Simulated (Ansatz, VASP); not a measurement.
# BeTe in VASP and in Ansatz

The input INCAR:

```
PREC = Accurate
ENCUT = 520
EDIFF = 1E-7
ISMEAR = 0
SIGMA = 0.01
LREAL = F
LASPH = T
NELM = 100
ALGO = Normal
ISIF = 2
LWAVE = F
LCHARG = F
GGA = PE
NBANDS = 11
```

KPOINTS

```
regular mesh
0
Gamma
  6 6 6
```

The input POSCAR:

```
BeTe
1.0
    0.0000000000      2.8286236224      2.8286236224
    2.8286236224      0.0000000000      2.8286236224
    2.8286236224      2.8286236224      0.0000000000
Be Te
1 1
Direct
    0.0000000000      0.0000000000      0.0000000000
    0.2500000000      0.2500000000      0.2500000000
```

Input for Ansatz:

```yaml
crystal:
  lattice:
    - [0.0, 2.8286236224, 2.8286236224]
    - [2.8286236224, 0.0, 2.8286236224]
    - [2.8286236224, 2.8286236224, 0.0]
  atoms:
    - { symbol: Be, position: [0.0, 0.0, 0.0] }
    - { symbol: Te, position: [0.25, 0.25, 0.25] }
kpoints:
  mp_grid: { grid: [6, 6, 6] }
hamiltonian:
  xc: pbe
scf:
  occupations: { method: fixed }
  n_extra_bands: 4
output:
  forces: true
  stress: true
  eigenvalues: true
accuracy: low
```

Alike in both runs: task single point; functional PBE; k mesh 6 × 6 × 6; no spin polarisation.

```csv
,VASP,Ansatz
version,VASP 6.6.1,Ansatz 0.2.0
potentials or method,"VASP PAW PBE potentials, release 64 (Be, Te)",plane waves
plane-wave cutoff (eV),520,420
occupations,"gaussian, width 0.01 eV",fixed
valence electrons in the cell,8,18
```

VASP gave:

- gap on the k mesh at the Fermi level (eV): 2.01
- pressure (GPa): 0.4

Which values does Ansatz return?

gap on the k mesh at the Fermi level (eV): 2.02; pressure (GPa): 0.2.

VASP's potentials hold 8 valence electrons a cell and Ansatz's 18, so a difference there can come from the potentials and not from the codes.

Spin-orbit coupling is off throughout.
